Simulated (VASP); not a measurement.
Input of a VASP 6.6.1 run:

File INCAR:

```
ALGO     = Normal         # electronic algorithm
EDIFF    = 1E-6           # SCF threshold, eV
ENCUT    = 520            # plane-wave cutoff, eV
GGA      = PE             # functional
ISIF     = 2              # what is computed and relaxed
ISMEAR   = 0              # smearing method
LASPH    = True           # aspherical terms in the spheres
LCHARG   = False          # write CHGCAR
LREAL    = False          # projectors in reciprocal space
LWAVE    = False          # write WAVECAR
NBANDS   = 16             # bands
NELM     = 60             # most SCF steps
PREC     = Accurate       # precision mode
SIGMA    = 0.01           # smearing width, eV
```

KPOINTS

```
k-points
0
Gamma
  6 6 6
```

POSCAR

```
CuI
1.0
    0.0000000000      3.1482091740      3.1482091740
    3.1482091740      0.0000000000      3.1482091740
    3.1482091740      3.1482091740      0.0000000000
Cu I
1 1
Direct
    0.2500000000      0.2500000000      0.2500000000
    0.0000000000      0.0000000000      0.0000000000
```

Potentials or basis: VASP PAW PBE potentials, release 64 (Cu, I).

Run with:

```console
$ cat potpaw_PBE.64/Cu/POTCAR potpaw_PBE.64/I/POTCAR > POTCAR
$ mpirun -np 1 vasp_std > vasp.out
```

Task: Predict the pressure.

Result: -3.1 GPa.

Task: Predict the band gap on the k mesh.

Result: 0.88 eV, direct.

Caveat: spin-orbit coupling is left out, which moves the levels of the heavy elements.
